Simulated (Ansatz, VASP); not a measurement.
GaN: VASP beside Ansatz

```
CELL_PARAMETERS angstrom
2.67816 0.00000 0.00000
0.00000 2.67816 0.00000
0.00000 0.00000 2.67816
ATOMIC_POSITIONS crystal
Ga 0.00000 0.00000 0.00000
N 0.50000 0.50000 0.50000
```

Alike in both runs: task single point; functional LDA; k mesh 6 × 6 × 6; occupations gaussian, width 0.05 eV; no spin polarisation.

|  | VASP | Ansatz |
| --- | --- | --- |
| version | VASP 6.6.1 | Ansatz 0.2.0 |
| potentials or method | VASP PAW LDA potentials, release 64 (Ga_d, N), cutoff 600 eV | scalar-relativistic, plane waves, PAW |
| valence electrons in the cell | 18 | 18 |

Ansatz gave:

```
gap on the k mesh at the Fermi level (eV) : none
pressure (GPa)                            : -0.2
```

Question: Estimate VASP's values.

Answer: gap on the k mesh at the Fermi level (eV): none; pressure (GPa): 0.4.

LDA's correlation is that of Perdew and Zunger in VASP and of Perdew and Wang (1992) in Ansatz. A gap of «none» marks a metal or a gap that the smearing closes.

The k mesh is coarse, so the values compare programs but aren't converged.
